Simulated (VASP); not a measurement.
Input of a VASP 6.6.1 run:

File INCAR:

```
  PREC = Accurate
  ENCUT = 600
  EDIFF = 1E-6
  ISMEAR = -1
  SIGMA = 0.02
  LREAL = False
  LASPH = True
  NELM = 120
  ALGO = Normal
  ISIF = 2
  LWAVE = False
  LCHARG = True
  GGA = PE
  LELF = True
  LVHAR = True
  NBANDS = 16
  GGA_COMPAT = False
```

File KPOINTS:

```
Automatic mesh
0
Gamma
  8 8 8
```

Contents of POSCAR:

```
CdO
1.0
    0.0000000000      2.3530013823      2.3530013823
    2.3530013823      0.0000000000      2.3530013823
    2.3530013823      2.3530013823      0.0000000000
Cd O
1 1
Direct
    0.0000000000      0.0000000000      0.0000000000
    0.5000000000      0.5000000000      0.5000000000
```

Potentials or basis: VASP PAW PBE potentials, release 64 (Cd, O).

Launch:

```bash
$ cat potpaw_PBE.64/Cd/POTCAR potpaw_PBE.64/O/POTCAR > POTCAR
$ mpirun -np 1 vasp_std > vasp.out
```

(1) Estimate the pressure.

(2) Estimate the band gap on the k mesh.

Answers

(1) 6.7 GPa.

(2) zero (band 9 reaches 1.99 eV, above the bottom of band 10 at 1.56 eV).
